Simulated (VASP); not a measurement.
# Mg (I4/mmm) in VASP: single point with PBE

Aim: the single point of Mg with PBE.

Program: VASP 6.6.1. These are calculated values, not measurements. Logs are shortened: lines on timing, memory, paths and dates and some standing lists are left out, and cuts for length are marked.

### 1 The cell of the first run

Symmetry: I4/mmm, No. 139, tetragonal system. The conventional cell has a = 3.664 Å, b = 3.664 Å, c = 3.419 Å, α = 90.00°, β = 90.00°, γ = 90.00°. Within 4.1 Å of Mg (site symmetry 4/mmm) lie 14 Mg at 3.10 to 3.66 Å.

### 2 Single point, PBE

File INCAR:

```
SYSTEM = Mg
PREC = Accurate
ENCUT = 520
EDIFF = 1E-6
ISMEAR = 0
SIGMA = 0.1
LREAL = .False.
LASPH = .True.
NELM = 80
ALGO = Fast
ISIF = 2
LWAVE = .False.
LCHARG = .False.
GGA = PE
NBANDS = 7
```

File KPOINTS:

```
regular mesh
0
Gamma
  22 22 22
  0 0 0
```

File POSCAR:

```
Mg
1.0
    0.0000000000      2.5907740451      2.5908613863
    1.7094988686      0.0000000000      2.5908613863
    1.7094988686      2.5907740451      0.0000000000
Mg
1
Direct
    0.5000000000      0.5000000000      0.5000000000
```

Potentials or basis: VASP PAW PBE potentials, release 64 (Mg).

Command:

```
$ cat potpaw_PBE.64/Mg/POTCAR > POTCAR
$ mpirun -np 1 vasp_std > vasp.out
```

OUTCAR:

```text
SYSTEM = Mg
   PREC = Accurate
   ENCUT = 520
   EDIFF = 1E-6
   ISMEAR = 0
   LREAL = .False.
   LASPH = .True.
   NELM = 80
   ISIF = 2
   GGA = PE

 ion  position               nearest neighbor table
   1  0.500  0.500  0.500-

  LATTYP: Found a face centered orthorhombic cell.
 ALAT       =     3.4189977372
 B/A-ratio  =     1.5155166772
 C/A-ratio  =     1.5155677689

  Lattice vectors:

 A1 = (   0.0000000000,   2.5907740451,   2.5908613863)
 A2 = (   1.7094988686,   0.0000000000,   2.5908613863)
 A3 = (   1.7094988686,   2.5907740451,   0.0000000000)

Analysis of symmetry for initial positions (statically):
=====================================================================
 Subroutine PRICEL returns:
 Original cell was already a primitive cell.

 Routine SETGRP: Setting up the symmetry group for a
 face centered orthorhombic supercell.

 Subroutine GETGRP returns: Found  8 space group operations
 (whereof  8 operations were pure point group operations)
 out of a pool of  8 trial point group operations.

The static configuration has the point symmetry D_2h.

Analysis of symmetry for dynamics (positions and initial velocities):
=====================================================================
 Subroutine PRICEL returns:
 Original cell was already a primitive cell.

 Routine SETGRP: Setting up the symmetry group for a
 face centered orthorhombic supercell.

 Subroutine GETGRP returns: Found  8 space group operations
 (whereof  8 operations were pure point group operations)
 out of a pool of  8 trial point group operations.

The dynamic configuration has the point symmetry D_2h.

 Subroutine INISYM returns: Found  8 space group operations
 (whereof  8 operations are pure point group operations),
 and found     1 'primitive' translations

----------------------------------------------------------------------------------------

                                     Primitive cell

  volume of cell :      22.9495

  direct lattice vectors                    reciprocal lattice vectors
     0.000000000  2.590774045  2.590861386    -0.292483376  0.192992515  0.192986009
     1.709498869  0.000000000  2.590861386     0.292483376 -0.192992515  0.192986009
     1.709498869  2.590774045  0.000000000     0.292483376  0.192992515 -0.192986009

  length of vectors
     3.663969552  3.104021441  3.103948539     0.400045292  0.400045292  0.400045292

  position of ions in fractional coordinates (direct lattice)
     0.500000000  0.500000000  0.500000000

  ion indices of the primitive-cell ions
   primitive index   ion index
                 1           1

----------------------------------------------------------------------------------------

 KPOINTS: regular mesh

Automatic generation of k-mesh.
 Grid dimensions read from file:
 generate k-points for:   22   22   22

 Generating k-lattice:

  Cartesian coordinates                     Fractional coordinates (reciprocal lattice)
    -0.013294699  0.008772387  0.008772091     0.045454545  0.000000000  0.000000000
     0.013294699 -0.008772387  0.008772091     0.000000000  0.045454545  0.000000000
     0.013294699  0.008772387 -0.008772091     0.000000000  0.000000000  0.045454545

  Length of vectors
     0.018183877  0.018183877  0.018183877

  Shift w.r.t. Gamma in fractional coordinates (k-lattice)
     0.000000000  0.000000000  0.000000000

 Subroutine IBZKPT returns following result:
 ===========================================

 Found   1530 irreducible k-points:

 Following reciprocal coordinates:
            Coordinates               Weight
  0.000000  0.000000  0.000000      1.000000
  0.045455 -0.000000 -0.000000      8.000000
  0.090909 -0.000000 -0.000000      8.000000
  0.136364 -0.000000  0.000000      8.000000
  0.181818  0.000000 -0.000000      8.000000
  0.227273  0.000000  0.000000      8.000000
[... 16 lines left out ...]
  0.500000  0.045455  0.000000      8.000000
 -0.454545  0.045455  0.000000      8.000000
 [... further k-points ...]
   k-points           NKPTS =   1530   k-points in BZ     NKDIM =   1530   number of bands    NBANDS=      7
   number of dos      NEDOS =    301   number of ions     NIONS =      1
   total plane-waves  NPLWV =  16128
   dimension x,y,z NGX =    28 NGY =   24 NGZ =   24
   dimension x,y,z NGXF=    56 NGYF=   48 NGZF=   48
   ions per type =               1
   NGX,Y,Z   is equivalent  to a cutoff of  12.70, 12.85, 12.85 a.u.
   NGXF,Y,Z  is equivalent  to a cutoff of  25.41, 25.71, 25.71 a.u.
 SYSTEM =  Mg
   PREC   = accura    normal or accurate (medium, high low for compatibility)
   ISTART =      0    job   : 0-new  1-cont  2-samecut
   ICHARG =      2    charge: 1-file 2-atom 10-const
   ISPIN  =      1    spin polarized calculation?
   LNONCOLLINEAR =      F non collinear calculations
   LSORBIT =      F    spin-orbit coupling
   LASPH  =      T    aspherical Exc in radial PAW
   ENCUT  =  520.0 eV  38.22 Ry    6.18 a.u.   6.81  5.77  5.77*2*pi/ulx,y,z
   NELM   =     80;   NELMIN=  2; NELMDL= -5     # of ELM steps
   EDIFF  = 0.1E-05   stopping-criterion for ELM
   LREAL  =      F    real-space projection
   EDIFFG = 0.1E-04   stopping-criterion for IOM
   NSW    =      0    number of steps for IOM
   IBRION =     -1    ionic relax: 0-MD 1-quasi-New 2-CG
   NFREE  =      0    steps in history (QN), initial steepest desc. (CG)
   ISIF   =      2    stress and relaxation
   ISYM   =      2    0-nonsym 1-usesym 2-fastsym
   POTIM  = 0.5000    time-step for ionic-motion
   TEBEG  =    0.0;   TEEND  =   0.0 temperature during run
   PSTRESS=    0.0 pullay stress
   NELECT =       2.0000    total number of electrons
   NUPDOWN=      -1.0000    fix difference up-down
   EMIN   =  10.00;   EMAX   =-10.00  energy-range for DOS
   EFERMI =   0.00;   METHOD = LEGACY
   ISMEAR =     0;   SIGMA  =   0.10  broadening in eV -4-tet -1-fermi 0-gaus
   EFERMI_NEDOS =   21; number of points for ismear=-14 and -15
   IALGO  =     68    algorithm
   IMIX   =      4    mixing-type and parameters
     AMIX     =   0.40;   BMIX     =  1.00
     AMIX_MAG =   1.60;   BMIX_MAG =  1.00
  volume/ion in A,a.u.               =      22.95       154.87
  Fermi-wavevector in a.u.,A,eV,Ry     =   0.725817  1.371596  7.167696  0.526811
  Thomas-Fermi vector in A             =   1.816634
   LORBIT       =      0    0 simple, 1 ext, 2 COOP (PROOUT), +10 PAW based schemes
   GGA     = PE    functional components
   LHFCALC =     F    Hartree Fock is set to
   AEXX    =    0.0000 exact exchange contribution
   IVDW    =     0    specifies the selected vdW correction
   LEPSILON=     F    determine dielectric tensor
   LRPA    =     F    only Hartree local field effects (RPA)
 non-spin polarized calculation
 RMM-DIIS sequential band-by-band and
 Gauss-broadening in eV      SIGMA  =   0.10
  energy-cutoff  :      520.00
  volume of cell :       22.95
 maximum number of plane-waves:       635
   NGX = 13   NGY = 11   NGZ = 11

 number of electron       2.0000000 magnetization

 Free energy of the ion-electron system (eV)
  ---------------------------------------------------
  ext. energy  EPLUGINS =         0.00000000
  ---------------------------------------------------
  free energy    TOTEN  =        -1.47836790 eV

  energy without entropy =       -1.47593167  energy(sigma->0) =       -1.47714978

 E-fermi :   2.6770     XC(G=0):  -8.4951

 val. band max:        2.6707913081   @ k =   0.4091  -0.1364   0.3636
 cond. band min:       2.6829204962   @ k =  -0.3636   0.3636   0.0000
 fundamental gap:      0.0121291881
 Fermi energy:         2.6770203475

 k-point     1 :       0.0000    0.0000    0.0000
  band No.  band energies     occupation
      1      -4.2949      2.00000
      2      14.7810      0.00000
      3      16.1954      0.00000
      4      16.1957      0.00000
      5      16.9194      0.00000
      6      17.1286      0.00000
      7      17.1300      0.00000

 k-point     2 :       0.0455   -0.0000   -0.0000
  band No.  band energies     occupation
      1      -4.2450      2.00000
      2      14.5229      0.00000
      3      15.5392      0.00000
      4      15.8718      0.00000
      5      16.2911      0.00000
      6      17.4808      0.00000
      7      17.5765      0.00000

 k-point     3 :       0.0909   -0.0000   -0.0000
  band No.  band energies     occupation
      1      -4.0954      2.00000
      2      13.9847      0.00000
      3      14.0889      0.00000
      4      15.2132      0.00000
      5      15.6223      0.00000
      6      17.1552      0.00000
      7      18.0036      0.00000

 k-point     4 :       0.1364   -0.0000    0.0000
  band No.  band energies     occupation
      1      -3.8465      2.00000
      2      12.4830      0.00000
      3      13.4003      0.00000
      4      14.5060      0.00000
      5      14.9835      0.00000
      6      16.5820      0.00000
      7      18.3697      0.00000

 k-point     5 :       0.1818    0.0000   -0.0000
  band No.  band energies     occupation
      1      -3.4993      2.00000
      2      10.8856      0.00000
      3      12.8471      0.00000
      4      13.8435      0.00000
      5      14.3965      0.00000
      6      16.0472      0.00000
      7      18.6963      0.00000
[... 161 lines left out ...]
 k-point    22 :       0.4545    0.0455   -0.0000
  band No.  band energies     occupation
      1       0.1020      2.00000
      2       3.3640      0.00000
      3      10.2953      0.00000
      4      11.7440      0.00000
      5      12.8024      0.00000
      6      14.6154      0.00000
      7      21.6540      0.00000

 k-point    23 :       0.5000    0.0455    0.0000
  band No.  band energies     occupation
      1       1.0010      2.00000
      2       2.2875      2.00000
      3      10.2540      0.00000
      4      11.6079      0.00000
      5      12.7536      0.00000
      6      14.4792      0.00000
      7      21.5682      0.00000

 k-point    24 :      -0.4545    0.0455    0.0000
  band No.  band energies     occupation
      1       1.0589      2.00000
      2       2.2239      2.00000
      3      10.3014      0.00000
      4      11.5554      0.00000
      5      12.7905      0.00000
      6      14.4319      0.00000
      7      21.0413      0.00000

 [... further k-points ...]
[... 5 lines left out ...]
  --------------------------------------------------------------------------------------
  -------------------------------------------------------------------------------------
  Total       -0.0167589     -0.0144667     -0.0147283     -0.0000000      0.0000000      0.0000000
  in kB       -1.1699909     -1.0099702     -1.0282328     -0.0000000      0.0000000      0.0000000
  external PRESSURE =      -1.0693980 kB  Pullay stress =       0.0000000 kB

 VOLUME and BASIS-vectors are now :
 -----------------------------------------------------------------------------
  energy-cutoff  :      520.00
  volume of cell :       22.95
      direct lattice vectors                 reciprocal lattice vectors
     0.000000000  2.590774045  2.590861386    -0.292483376  0.192992515  0.192986009
     1.709498869  0.000000000  2.590861386     0.292483376 -0.192992515  0.192986009
     1.709498869  2.590774045  0.000000000     0.292483376  0.192992515 -0.192986009

 POSITION                                       TOTAL-FORCE (eV/Angst)
 -----------------------------------------------------------------------------------
      1.70950      2.59077      2.59086        -0.000000      0.000000      0.000000
 -----------------------------------------------------------------------------------
    total drift:                               -0.000000     -0.000000     -0.000000

  FREE ENERGIE OF THE ION-ELECTRON SYSTEM (eV)
  ---------------------------------------------------
  free  energy   TOTEN  =        -1.4783678979 eV

  energy  without entropy=       -1.4759316721  energy(sigma->0) =       -1.47714978
```

It took 4.6 min on 1 thread of AMD EPYC 7R43 (Zen 3), shared host; peak memory 0.33 GiB.

Results:

| Item | Value |
| --- | --- |
| Free energy | -1.4784 eV |
| Pressure | -0.1 GPa |
| Band gap on the k mesh | zero (band 1 reaches 5.99 eV, above the bottom of band 2 at 1.42 eV) |
